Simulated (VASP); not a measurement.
Set up this calculation in VASP 6.6.1, as the native input.

| Property | Result |
| --- | --- |
| Task | relaxation of cell and atoms |
| Functional | LDA |
| Potentials or basis | VASP PAW LDA potentials, release 64 (Ti_sv, N) |
| Cutoff | 600 eV |
| k mesh | 24 × 24 × 24 |
| Occupations | fermi-dirac, width 0.15 eV |
| Spin | no spin polarisation |
| Dipole correction | no |
| Further INCAR settings | ALGO = Normal; EDIFF = 1e-07; IBRION = 2; EDIFFG = -0.001; NSW = 80; ISIF = 3 |

The structure of TiN (k07) lies in POSCAR:

```
TiN
1.0
    0.0000000000      2.0858815612      2.0858815612
    2.0858815612      0.0000000000      2.0858815612
    2.0858815612      2.0858815612      0.0000000000
Ti N
1 1
Direct
    0.0000000000      0.0000000000      0.0000000000
    0.5000000000      0.5000000000      0.5000000000
```

These files were run (other wordings do the same):

INCAR

```
SYSTEM = TiN
  PREC = Accurate
  ENCUT = 600
  EDIFF = 1E-7
  ISMEAR = -1
  SIGMA = 0.15
  LREAL = .FALSE.
  LASPH = .TRUE.
  NELM = 60
  ALGO = Normal
  ISIF = 3
  LWAVE = .FALSE.
  LCHARG = .FALSE.
  IBRION = 2
  NSW = 80
  EDIFFG = -0.001
```

KPOINTS

```
regular mesh
0
G
  24 24 24
  0 0 0
```

Potentials or basis: VASP PAW LDA potentials, release 64 (Ti_sv, N).

Launch:

```bash
$ cat potpaw_LDA.64/Ti_sv/POTCAR potpaw_LDA.64/N/POTCAR > POTCAR
$ mpirun -np 1 vasp_std > vasp.out
```

Results of the run:

```
Relaxed volume                         : 9.11 Å³/atom
Relaxed cell                           : a = 2.954 Å, b = 2.954 Å, c = 2.954 Å, α = 60.00°, β = 60.00°, γ = 60.00°
Space group after relaxing (to 0.05 Å) : Fm-3m (No. 225)
Energy gained by relaxing              : 0.2 meV/atom
Ionic steps                            : 16
Pressure after relaxing                : 0.0 GPa
```

Wall time 4.6 min on 1 thread of Intel Xeon 6975P-C (shared host), peak memory 0.25 GiB.
